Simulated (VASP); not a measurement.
Runs of VASP 6.6.1 on Rb. The structure is that of space group P6_3/mmc (No. 194), or close to it. The cells are those of the table. This isn't the form of Rb at room conditions, which is bcc.

```tsv
cell	gap on the mesh (eV)	pressure (GPa)
a = 3.960, b = 3.960, c = 6.415 Å, angles 90.0, 90.0, 120.0°, 2 atoms	none	6.4
a = 4.817, b = 4.817, c = 7.803 Å, angles 90.0, 90.0, 120.0°, 2 atoms	none	(b)
a = 4.208, b = 4.208, c = 6.817 Å, angles 90.0, 90.0, 120.0°, 2 atoms	none	3.6
a = 3.676, b = 3.676, c = 5.955 Å, angles 90.0, 90.0, 120.0°, 2 atoms	none	11.6
a = 4.989, b = 4.989, c = 8.082 Å, angles 90.0, 90.0, 120.0°, 2 atoms	none	(a)
a = 4.430, b = 4.430, c = 7.176 Å, angles 90.0, 90.0, 120.0°, 2 atoms	none	2.0
```

Alike in all rows: task single point; level PBEsol; potentials or basis VASP PAW PBE potentials, release 64 (Rb_sv); no spin polarisation; k mesh 10 × 10 × 6; cutoff (eV) 520; smearing fermi-dirac 0.05 eV.

Estimate the missing entries.

(a) 0.0; (b) 0.4.

Caveats: the PAW data sets were made with another functional, which shifts forces and pressure a little; the cell stands under pressure (at least some runs).

A k mesh can miss the band edges, and the runs leave out spin-orbit coupling on Rb.

A gap of «none» marks levels without a gap at the run's occupations.
